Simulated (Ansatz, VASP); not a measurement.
## One calculation of H15NO6, two programs

```
CELL_PARAMETERS angstrom
5.81963 0.00000 0.00000
0.00000 5.81963 0.00000
0.00000 0.00000 5.81963
ATOMIC_POSITIONS crystal
O 0.11543 0.65659 0.88066
O 0.90027 0.16048 0.76757
O 0.62611 0.88737 0.04805
O 0.61468 0.16286 0.42097
O 0.47869 0.42185 0.03114
O 0.40067 0.66401 0.52177
H 0.10909 0.78566 0.01814
H 0.98893 0.54738 0.88948
H 0.80888 0.16478 0.62093
H 0.03492 0.06703 0.73352
H 0.73969 0.94541 0.93646
H 0.60926 0.71922 0.03682
H 0.55641 0.31135 0.36759
H 0.61410 0.06262 0.28207
H 0.33481 0.49936 0.97630
H 0.53128 0.33250 0.89988
H 0.50702 0.78488 0.56674
H 0.29121 0.65624 0.65302
H 0.98288 0.02186 0.25989
H 0.21836 0.87182 0.32899
H 0.23627 0.09513 0.15416
N 0.13473 0.95920 0.20004
```

Alike in both runs: functional PBE; dispersion D3(BJ); k mesh 1 × 1 × 1; occupations fermi-dirac, width 0.02 eV; no spin polarisation.

Ansatz relaxed the structure, and its values are those at the end. VASP's run is a single point on that final structure, the one shown.

```csv
,VASP,Ansatz
version,VASP 6.6.1,Ansatz 0.2.0
potentials or method,"VASP PAW PBE potentials, release 64 (O_h, H_h, N_h), cutoff 1000 eV","scalar-relativistic, plane waves, PAW"
valence electrons in the cell,56,56
```

|  | VASP | Ansatz | Ansatz less VASP |
| --- | --- | --- | --- |
| rms of the force components (eV/Å) | 0.062 | 0.064 | +0.0020 |
